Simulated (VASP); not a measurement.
# Sc3BP2 (P6/mmm) in VASP: notebook

The runs below take Sc3BP2 through single point, relaxation of cell and atoms, with PBE.

Everything below comes from runs of VASP 6.6.1. Logs are shortened: lines on timing, memory, paths and dates and some standing lists are left out, and cuts for length are marked.

## Step 1: The cell of the first run

The structure is hexagonal, space group P6/mmm (No. 191). The conventional cell has a = 5.795 Å, b = 5.795 Å, c = 3.398 Å, α = 90.00°, β = 90.00°, γ = 120.00°. Sc (site symmetry mmm) has 4 P at 2.38 Å and 4 Sc at 2.90 Å within 3.1 Å. Within 4.4 Å of B (site symmetry 6/mmm) lie 6 P at 3.35 Å and 12 Sc at 3.36 Å and 2 B at 3.40 Å. Within 3.1 Å of P (site symmetry -6m2) lie 6 Sc at 2.38 Å.

## Step 2: Single point, PBE

Input file INCAR:

```
  ALGO = Normal
  EDIFF = 1E-6
  ENCUT = 520
  GGA = PE
  ISIF = 2
  ISMEAR = 0
  LASPH = T
  LCHARG = F
  LREAL = F
  LWAVE = F
  NBANDS = 32
  NELM = 60
  PREC = Accurate
  SIGMA = 0.1
```

Input file KPOINTS:

```
k-points
0
Gamma
  3 3 6
```

Input file POSCAR:

```
Sc3BP2
1.0
    5.7953236600      0.0000000000      0.0000000000
   -2.8976618300      5.0188975100      0.0000000000
    0.0000000000      0.0000000000      3.3975193100
Sc B P
3 1 2
Direct
    0.0000000000      0.5000000000      0.0000000000
    0.5000000000      0.5000000000      0.0000000000
    0.5000000000      0.0000000000      0.0000000000
    0.0000000000      0.0000000000      0.5000000000
    0.6666666700      0.3333333300      0.5000000000
    0.3333333300      0.6666666700      0.5000000000
```

Potentials or basis: VASP PAW PBE potentials, release 64 (Sc_sv, B, P).

Run with:

```bash
$ cat potpaw_PBE.64/Sc_sv/POTCAR potpaw_PBE.64/B/POTCAR potpaw_PBE.64/P/POTCAR > POTCAR
$ mpirun -np 1 vasp_std > vasp.out
```

OUTCAR:

```text
EDIFF = 1E-6
   ENCUT = 520
   GGA = PE
   ISIF = 2
   ISMEAR = 0
   LASPH = T
   LREAL = F
   NELM = 60
   PREC = Accurate

 ion  position               nearest neighbor table
   1  0.000  0.500  0.000-   5 2.38   6 2.38   5 2.38   6 2.38   3 2.90   3 2.90   2 2.90   2 2.90

   2  0.500  0.500  0.000-   5 2.38   6 2.38   5 2.38   6 2.38   3 2.90   3 2.90   1 2.90   1 2.90

   3  0.500  0.000  0.000-   5 2.38   6 2.38   5 2.38   6 2.38   1 2.90   2 2.90   2 2.90   1 2.90

   4  0.000  0.000  0.500-
   5  0.667  0.333  0.500-   3 2.38   3 2.38   1 2.38   1 2.38   2 2.38   2 2.38
   6  0.333  0.667  0.500-   3 2.38   3 2.38   1 2.38   1 2.38   2 2.38   2 2.38

  LATTYP: Found a hexagonal cell.
 ALAT       =     5.7953236600
 C/A-ratio  =     0.5862518660

  Lattice vectors:

 A1 = (   5.7953236600,   0.0000000000,   0.0000000000)
 A2 = (  -2.8976618300,   5.0188975100,   0.0000000000)
 A3 = (   0.0000000000,   0.0000000000,   3.3975193100)

Analysis of symmetry for initial positions (statically):
=====================================================================
 Subroutine PRICEL returns:
 Original cell was already a primitive cell.

 Routine SETGRP: Setting up the symmetry group for a
 hexagonal supercell.

 Subroutine GETGRP returns: Found 24 space group operations
 (whereof 24 operations were pure point group operations)
 out of a pool of 24 trial point group operations.

The static configuration has the point symmetry D_6h.

Analysis of symmetry for dynamics (positions and initial velocities):
=====================================================================
 Subroutine PRICEL returns:
 Original cell was already a primitive cell.

 Routine SETGRP: Setting up the symmetry group for a
 hexagonal supercell.

 Subroutine GETGRP returns: Found 24 space group operations
 (whereof 24 operations were pure point group operations)
 out of a pool of 24 trial point group operations.

The dynamic configuration has the point symmetry D_6h.

 Subroutine INISYM returns: Found 24 space group operations
 (whereof 24 operations are pure point group operations),
 and found     1 'primitive' translations

----------------------------------------------------------------------------------------

                                     Primitive cell

  volume of cell :      98.8207

  direct lattice vectors                    reciprocal lattice vectors
     5.795323660  0.000000000  0.000000000     0.172552917  0.099623473  0.000000000
    -2.897661830  5.018897510  0.000000000     0.000000000  0.199246946  0.000000000
     0.000000000  0.000000000  3.397519310     0.000000000  0.000000000  0.294332396

  length of vectors
     5.795323660  5.795323658  3.397519310     0.199246946  0.199246946  0.294332396

  position of ions in fractional coordinates (direct lattice)
     1.000000000  0.500000000  0.000000000
     0.500000000  0.500000000  0.000000000
     0.500000000  0.000000000  0.000000000
     0.000000000  0.000000000  0.500000000
     0.666666670  0.333333330  0.500000000
     0.333333330  0.666666670  0.500000000

  ion indices of the primitive-cell ions
   primitive index   ion index
                 1           1
                 2           2
                 3           3
                 4           4
                 5           5
                 6           6

----------------------------------------------------------------------------------------

 KPOINTS: k-points

Automatic generation of k-mesh.
 Grid dimensions read from file:
 generate k-points for:    3    3    6

 Generating k-lattice:

  Cartesian coordinates                     Fractional coordinates (reciprocal lattice)
     0.057517639  0.033207824  0.000000000     0.333333333 -0.000000000  0.000000000
     0.000000000  0.066415649  0.000000000     0.000000000  0.333333333  0.000000000
     0.000000000  0.000000000  0.049055399     0.000000000  0.000000000  0.166666667

  Length of vectors
     0.066415649  0.066415649  0.049055399

  Shift w.r.t. Gamma in fractional coordinates (k-lattice)
     0.000000000  0.000000000  0.000000000

 Subroutine IBZKPT returns following result:
 ===========================================

 Found     12 irreducible k-points:

 Following reciprocal coordinates:
            Coordinates               Weight
  0.000000  0.000000  0.000000      1.000000
  0.333333 -0.000000  0.000000      6.000000
  0.333333  0.333333  0.000000      2.000000
  0.000000  0.000000  0.166667      2.000000
  0.333333 -0.000000  0.166667     12.000000
  0.333333  0.333333  0.166667      4.000000
  0.000000  0.000000  0.333333      2.000000
  0.333333 -0.000000  0.333333     12.000000
  0.333333  0.333333  0.333333      4.000000
  0.000000  0.000000  0.500000      1.000000
  0.333333 -0.000000  0.500000      6.000000
  0.333333  0.333333  0.500000      2.000000
   k-points           NKPTS =     12   k-points in BZ     NKDIM =     12   number of bands    NBANDS=     32
   number of dos      NEDOS =    301   number of ions     NIONS =      6
   total plane-waves  NPLWV =  64512
   dimension x,y,z NGX =    48 NGY =   48 NGZ =   28
   dimension x,y,z NGXF=    96 NGYF=   96 NGZF=   56
   ions per type =               3   1   2
   NGX,Y,Z   is equivalent  to a cutoff of  13.77, 13.77, 13.70 a.u.
   NGXF,Y,Z  is equivalent  to a cutoff of  27.54, 27.54, 27.40 a.u.
 SYSTEM =  unknown system
   PREC   = accura    normal or accurate (medium, high low for compatibility)
   ISTART =      0    job   : 0-new  1-cont  2-samecut
   ICHARG =      2    charge: 1-file 2-atom 10-const
   ISPIN  =      1    spin polarized calculation?
   LNONCOLLINEAR =      F non collinear calculations
   LSORBIT =      F    spin-orbit coupling
   LASPH  =      T    aspherical Exc in radial PAW
   ENCUT  =  520.0 eV  38.22 Ry    6.18 a.u.  10.78 10.78  6.32*2*pi/ulx,y,z
   NELM   =     60;   NELMIN=  2; NELMDL= -5     # of ELM steps
   EDIFF  = 0.1E-05   stopping-criterion for ELM
   LREAL  =      F    real-space projection
   EDIFFG = 0.1E-04   stopping-criterion for IOM
   NSW    =      0    number of steps for IOM
   IBRION =     -1    ionic relax: 0-MD 1-quasi-New 2-CG
   NFREE  =      0    steps in history (QN), initial steepest desc. (CG)
   ISIF   =      2    stress and relaxation
   ISYM   =      2    0-nonsym 1-usesym 2-fastsym
   POTIM  = 0.5000    time-step for ionic-motion
   TEBEG  =    0.0;   TEEND  =   0.0 temperature during run
   PSTRESS=    0.0 pullay stress
   NELECT =      46.0000    total number of electrons
   NUPDOWN=      -1.0000    fix difference up-down
   EMIN   =  10.00;   EMAX   =-10.00  energy-range for DOS
   EFERMI =   0.00;   METHOD = LEGACY
   ISMEAR =     0;   SIGMA  =   0.10  broadening in eV -4-tet -1-fermi 0-gaus
   EFERMI_NEDOS =   21; number of points for ismear=-14 and -15
   IALGO  =     38    algorithm
   IMIX   =      4    mixing-type and parameters
     AMIX     =   0.40;   BMIX     =  1.00
     AMIX_MAG =   1.60;   BMIX_MAG =  1.00
  volume/ion in A,a.u.               =      16.47       111.15
  Fermi-wavevector in a.u.,A,eV,Ry     =   1.268756  2.397601 21.901868  1.609742
  Thomas-Fermi vector in A             =   2.401834
   LORBIT       =      0    0 simple, 1 ext, 2 COOP (PROOUT), +10 PAW based schemes
   GGA     = PE    functional components
   LHFCALC =     F    Hartree Fock is set to
   AEXX    =    0.0000 exact exchange contribution
   IVDW    =     0    specifies the selected vdW correction
   LEPSILON=     F    determine dielectric tensor
   LRPA    =     F    only Hartree local field effects (RPA)
 non-spin polarized calculation
 Gauss-broadening in eV      SIGMA  =   0.10
  energy-cutoff  :      520.00
  volume of cell :       98.82
 maximum number of plane-waves:      2713
 NGX is ok and might be reduce to    48
   NGX = 21   NGY = 21   NGZ = 13

 number of electron      45.9999993 magnetization

 Free energy of the ion-electron system (eV)
  ---------------------------------------------------
  ext. energy  EPLUGINS =         0.00000000
  ---------------------------------------------------
  free energy    TOTEN  =       -34.22728465 eV

  energy without entropy =      -34.19728078  energy(sigma->0) =      -34.21228271

 E-fermi :   5.9435     XC(G=0): -10.7028

 val. band max:        5.8713829907   @ k =   0.3333   0.3333   0.0000
 cond. band min:       5.9691588540   @ k =   0.0000   0.0000   0.1667
 fundamental gap:      0.0977758633
 Fermi energy:         5.9434977171

 k-point     1 :       0.0000    0.0000    0.0000
  band No.  band energies     occupation
      1     -42.8624      2.00000
      2     -42.7223      2.00000
      3     -42.7223      2.00000
      4     -22.2720      2.00000
      5     -21.8061      2.00000
      6     -21.8061      2.00000
[... 24 lines left out ...]
     31       9.2514      0.00000
     32       9.2701      0.00000

 k-point     2 :       0.3333   -0.0000    0.0000
  band No.  band energies     occupation
      1     -42.8332      2.00000
      2     -42.7523      2.00000
      3     -42.7223      2.00000
      4     -22.0966      2.00000
      5     -21.7704      2.00000
      6     -21.6904      2.00000
[... 24 lines left out ...]
     31       9.0473      0.00000
     32       9.5713      0.00000

 k-point     3 :       0.3333    0.3333    0.0000
  band No.  band energies     occupation
      1     -42.7929      2.00000
      2     -42.7929      2.00000
      3     -42.7224      2.00000
      4     -21.8548      2.00000
      5     -21.8548      2.00000
      6     -21.7020      2.00000
[... 24 lines left out ...]
     31       9.4551      0.00000
     32       9.4602      0.00000

 k-point     4 :       0.0000    0.0000    0.1667
  band No.  band energies     occupation
      1     -42.8576      2.00000
      2     -42.7184      2.00000
      3     -42.7184      2.00000
      4     -22.2516      2.00000
      5     -21.7991      2.00000
      6     -21.7991      2.00000
[... 24 lines left out ...]
     31       9.2915      0.00000
     32       9.3057      0.00000

 k-point     5 :       0.3333   -0.0000    0.1667
  band No.  band energies     occupation
      1     -42.8285      2.00000
      2     -42.7482      2.00000
      3     -42.7185      2.00000
      4     -22.0793      2.00000
      5     -21.7627      2.00000
      6     -21.6844      2.00000
[... 24 lines left out ...]
     31       8.9450      0.00000
     32       9.2432      0.00000

 k-point     6 :       0.3333    0.3333    0.1667
  band No.  band energies     occupation
      1     -42.7886      2.00000
      2     -42.7886      2.00000
      3     -42.7186      2.00000
      4     -21.8421      2.00000
      5     -21.8421      2.00000
      6     -21.6962      2.00000
[... 24 lines left out ...]
     31       9.5317      0.00000
     32       9.6092      0.00000

 k-point     7 :       0.0000    0.0000    0.3333
  band No.  band energies     occupation
      1     -42.8480      2.00000
      2     -42.7107      2.00000
      3     -42.7107      2.00000
      4     -22.2104      2.00000
      5     -21.7852      2.00000
      6     -21.7852      2.00000
[... 24 lines left out ...]
     31       9.2639      0.00000
     32       9.2641      0.00000

 k-point     8 :       0.3333   -0.0000    0.3333
  band No.  band energies     occupation
      1     -42.8193      2.00000
      2     -42.7401      2.00000
      3     -42.7108      2.00000
      4     -22.0439      2.00000
      5     -21.7474      2.00000
      6     -21.6903      2.00000
[... 24 lines left out ...]
     31       9.1591      0.00000
     32       9.2389      0.00000

 k-point     9 :       0.3333    0.3333    0.3333
  band No.  band energies     occupation
      1     -42.7799      2.00000
      2     -42.7799      2.00000
      3     -42.7109      2.00000
      4     -21.8158      2.00000
      5     -21.8158      2.00000
      6     -21.6846      2.00000
[... 24 lines left out ...]
     31       9.0943      0.00000
     32       9.0943      0.00000

 k-point    10 :       0.0000    0.0000    0.5000
  band No.  band energies     occupation
      1     -42.8432      2.00000
      2     -42.7069      2.00000
      3     -42.7069      2.00000
      4     -22.1895      2.00000
      5     -21.8061      2.00000
      6     -21.7782      2.00000
[... 24 lines left out ...]
     31       9.8078      0.00000
     32       9.8115      0.00000

 k-point    11 :       0.3333   -0.0000    0.5000
  band No.  band energies     occupation
      1     -42.8147      2.00000
      2     -42.7361      2.00000
      3     -42.7069      2.00000
      4     -22.0258      2.00000
      5     -21.7563      2.00000
      6     -21.7387      2.00000
[... 24 lines left out ...]
     31       9.1246      0.00000
     32       9.1459      0.00000

 k-point    12 :       0.3333    0.3333    0.5000
  band No.  band energies     occupation
      1     -42.7755      2.00000
      2     -42.7755      2.00000
      3     -42.7070      2.00000
      4     -21.8011      2.00000
      5     -21.8011      2.00000
      6     -21.6874      2.00000
[... 24 lines left out ...]
     31       8.4405      0.00000
     32       8.4405      0.00000

------------------------ aborting loop because EDIFF is reached ----------------------------------------

  FORCE on cell =-STRESS in cart. coord.  units (eV):
  Direction    XX          YY          ZZ          XY          YZ          ZX
  --------------------------------------------------------------------------------------
  -------------------------------------------------------------------------------------
  Total       18.0083298     18.0083298     19.8555279      0.0000000      0.0000000      0.0000000
  in kB      291.9685424    291.9685421    321.9171129      0.0000000      0.0000000      0.0000000
  external PRESSURE =     301.9513991 kB  Pullay stress =       0.0000000 kB

 VOLUME and BASIS-vectors are now :
 -----------------------------------------------------------------------------
  energy-cutoff  :      520.00
  volume of cell :       98.82
      direct lattice vectors                 reciprocal lattice vectors
     5.795323660  0.000000000  0.000000000     0.172552917  0.099623473  0.000000000
    -2.897661830  5.018897510  0.000000000     0.000000000  0.199246946  0.000000000
     0.000000000  0.000000000  3.397519310     0.000000000  0.000000000  0.294332396

 POSITION                                       TOTAL-FORCE (eV/Angst)
 -----------------------------------------------------------------------------------
     -1.44883      2.50945      0.00000         0.000000      0.000000      0.000000
      1.44883      2.50945      0.00000         0.000000      0.000000      0.000000
      2.89766      0.00000      0.00000         0.000000      0.000000      0.000000
      0.00000      0.00000      1.69876         0.000000      0.000000      0.000000
      2.89766      1.67297      1.69876         0.000000      0.000000     -0.000000
     -0.00000      3.34593      1.69876        -0.000000     -0.000000      0.000000
 -----------------------------------------------------------------------------------
    total drift:                               -0.000000      0.000000      0.000000

  FREE ENERGIE OF THE ION-ELECTRON SYSTEM (eV)
  ---------------------------------------------------
  free  energy   TOTEN  =       -34.2272846487 eV

  energy  without entropy=      -34.1972807776  energy(sigma->0) =      -34.21228271
```

It took 42 s on 1 thread of Intel Xeon Platinum 8488C (Sapphire Rapids), shared host; peak memory 0.24 GiB.

What came out:

* Free energy: -34.2273 eV
* Pressure: 30.2 GPa
* Band gap on the k mesh: zero (band 23 reaches 6.42 eV, above the bottom of band 24 at 5.51 eV)

Levels at points of the mesh, in eV from the Fermi level:
```tsv
k point	band 20	band 21	band 22	band 23	band 24	band 25
(0.00, 0.00, 0.00)	-2.68	-1.87	-0.35	-0.11	-0.11	1.23
(0.00, 0.00, 0.50)	-2.42	-2.42	-2.30	-0.30	-0.30	0.55
```

Caveat: the k points lie up to 0.42 Å⁻¹ apart.

## Step 3: Single point, PBE

This run uses another cell than the first one, of 21.67 Å³/atom, 1.316 times its volume.

Input file INCAR:

```
ALGO = Normal ; EDIFF = 1E-7
ENCUT = 520 ; GGA = PE
ISIF = 2 ; ISMEAR = 0
LASPH = T ; LCHARG = F
LREAL = F ; LWAVE = F
NBANDS = 32 ; NELM = 60
PREC = Accurate ; SIGMA = 0.1
```

KPOINTS is that of step 2.

Input file POSCAR:

```
Sc3BP2
1.0
    6.5257923747      0.0000000000      0.0000000000
   -3.2628961873      5.6515019763      0.0000000000
    0.0000000000      0.0000000000      3.5262188819
Sc B P
3 1 2
Direct
    0.0000000000      0.5000000000      0.0000000000
    0.5000000000      0.5000000000      0.0000000000
    0.5000000000      0.0000000000      0.0000000000
    0.0000000000      0.0000000000      0.5000000000
    0.6666666667      0.3333333333      0.5000000000
    0.3333333333      0.6666666667      0.5000000000
```

Potentials or basis: VASP PAW PBE potentials, release 64 (Sc_sv, B, P).

Run with:

```bash
$ cat potpaw_PBE.64/Sc_sv/POTCAR potpaw_PBE.64/B/POTCAR potpaw_PBE.64/P/POTCAR > POTCAR
$ mpirun -np 1 vasp_std > vasp.out
```

Wall time 67 s (1 thread of Intel Xeon Platinum 8488C (Sapphire Rapids), shared host); peak memory 0.26 GiB.

It converged, with:

* Free energy: -36.6388 eV
* Pressure: 0.4 GPa
* Band gap on the k mesh: zero (band 23 reaches 4.36 eV, above the bottom of band 24 at 3.56 eV)

Stress tensor (GPa, compression positive):
```
0.46 0.00 0.00
0.00 0.46 0.00
0.00 0.00 0.30
```

Levels at points of the mesh, in eV from the Fermi level:
| k point | band 21 | band 22 | band 23 | band 24 | band 25 | band 26 |
| --- | --- | --- | --- | --- | --- | --- |
| (0.00, 0.00, 0.00) | -1.23 | -0.58 | -0.10 | -0.10 | 0.96 | 0.96 |
| (0.00, 0.00, 0.50) | -2.49 | -1.53 | -0.29 | -0.29 | 0.17 | 0.17 |

Caveat: the k points lie up to 0.37 Å⁻¹ apart.

[end of part 1 of 2]
